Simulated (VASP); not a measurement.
Input of a VASP 6.6.1 run:

File INCAR:

```
SYSTEM = CoSi2
PREC = Accurate
ENCUT = 520
EDIFF = 1E-7
ISMEAR = -1
SIGMA = 0.3
LREAL = .FALSE.
LASPH = .TRUE.
NELM = 80
ALGO = Normal
ISIF = 2
LWAVE = .FALSE.
LCHARG = .TRUE.
GGA = PS
LELF = .TRUE.
LVHAR = .TRUE.
NBANDS = 46
```

File KPOINTS:

```
Automatic mesh
0
G
  3 3 3
  0 0 0
```

Contents of POSCAR:

```
CoSi2
1.0
    5.4529660000      0.0000000000      0.0000000000
    0.0000000000      5.4529660000      0.0000000000
    0.0000000000      0.0000000000      5.4529660000
Co Si
4 8
Direct
   -0.0128920664     -0.0112232499      0.0129837597
    0.4671952842      0.5728258713      0.0032092626
    0.5230181153     -0.0083624215      0.4860107325
    0.0306071962      0.4650680015      0.5131335864
    0.2894021345      0.1945179926      0.1984974783
    0.7286493259      0.7135382836      0.7091736864
    0.7876630810      0.7756145921      0.2534217158
    0.2261521528      0.1954716021      0.7419448425
    0.6951446240      0.2454627445      0.8059833859
    0.2633429220      0.7707181743      0.2595651614
    0.2172028947      0.7804193168      0.7471163400
    0.7757613013      0.2858260990      0.2521013335
```

Potentials or basis: VASP PAW PBE potentials, release 64 (Co, Si).

Launch:

```sh
$ cat potpaw_PBE.64/Co/POTCAR potpaw_PBE.64/Si/POTCAR > POTCAR
$ mpirun -np 1 vasp_std > vasp.out
```

Question: Estimate the largest force.

Answer: 3.577 eV/Å.

Question: What does it give for the band gap on the k mesh?

Answer: Zero (band 34 reaches 9.85 eV, above the bottom of band 35 at 9.17 eV).

Question: Predict the pressure.

Answer: -2.0 GPa.

Stress tensor (GPa, compression positive):
```
-5.31 -0.96 -1.79
-0.96  1.52 -0.09
-1.79 -0.09 -2.25
```

Caveat: the k points lie up to 0.38 Å⁻¹ apart; the PAW data sets were made with another functional, which shifts forces and pressure a little. Spin polarisation is off, so any magnetic state and its effect on volume and gap are missing.
